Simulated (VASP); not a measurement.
Ta3N, 4 atoms in the cell. Symmetry: P-3m1, No. 164, trigonal system. Conventional cell: a = 2.973 Å, b = 2.973 Å, c = 7.807 Å, α = 90.00°, β = 90.00°, γ = 120.00°. Within 4.0 Å of Ta (site symmetry -3m) lie 12 Ta at 2.97 to 3.07 Å and 2 N at 3.90 Å. Within 3.3 Å of Ta (site symmetry 3m) lie 3 N at 2.19 Å and 12 Ta at 2.97 to 3.21 Å. Within 3.0 Å of N (site symmetry -3m) lie 6 Ta at 2.19 Å and 6 N at 2.97 Å.  This cell differs from its parent crystal: ratio of the length along z to the lengths across it x 1.05, volume and fractional coordinates fixed.

| Item | Value |
| --- | --- |
| Program | VASP 6.6.1 |
| Task | single point |
| Functional | PBE |
| Potentials or basis | VASP PAW PBE potentials, release 64 (Ta_pv, N) |
| Cutoff | 520 eV |
| k mesh | 24 × 24 × 8 |
| Occupations | gaussian, width 0.15 eV |
| Spin | no spin polarisation |
| Dipole correction | no |
| Further INCAR settings | ALGO = Normal; EDIFF = 1e-07; NBANDS = 27 |

Potentials or basis: VASP PAW PBE potentials, release 64 (Ta_pv, N).

Run with:

```console
$ cat potpaw_PBE.64/Ta_pv/POTCAR potpaw_PBE.64/N/POTCAR > POTCAR
$ mpirun -np 1 vasp_std > vasp.out
```

Hardware: 1 thread of Oxide Virtual Turin-like Processor, on a shared host.

Estimate the wall time of this run.

Wall time 12 min on 1 thread of Oxide Virtual Turin-like Processor, on a shared host, peak memory 0.62 GiB. Counts: scf iterations 15, k points 449.
